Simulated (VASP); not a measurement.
Input of a VASP 6.6.1 run:

The input INCAR:

```
SYSTEM = Ti
ALGO = Fast ; EDIFF = 1E-6
ENCUT = 520 ; GGA = PS
ISIF = 2 ; ISMEAR = 0
LASPH = .True. ; LCHARG = .False.
LREAL = .False. ; LWAVE = .False.
NBANDS = 12 ; NELM = 80
PREC = Accurate ; SIGMA = 0.15
```

Contents of KPOINTS:

```
k-points
0
Gamma
  20 20 20
  0 0 0
```

File POSCAR:

```
Ti
1.0
   -1.5917700000      1.5917700000      1.6410000000
    1.5917700000     -1.5917700000      1.6410000000
    1.5917700000      1.5917700000     -1.6410000000
Ti
1
Direct
    0.0000000000      0.0000000000      0.0000000000
```

Potentials or basis: VASP PAW PBE potentials, release 64 (Ti_sv).

Run with:

```console
$ cat potpaw_PBE.64/Ti_sv/POTCAR > POTCAR
$ mpirun -np 1 vasp_std > vasp.out
```

Question: Estimate the pressure.

Answer: -0.9 GPa.

Question: Estimate the band gap on the k mesh.

Answer: Zero (bands 6 and 7 overlap by 1.66 eV).

Stress tensor (GPa, compression positive):
```
-1.05  0.00  0.00
 0.00 -1.05  0.00
 0.00  0.00 -0.46
```

Caveat: the cell differs from its parent crystal (strain -0.030 along x and y, +0.000 along z); the PAW data sets were made with another functional, which shifts forces and pressure a little.
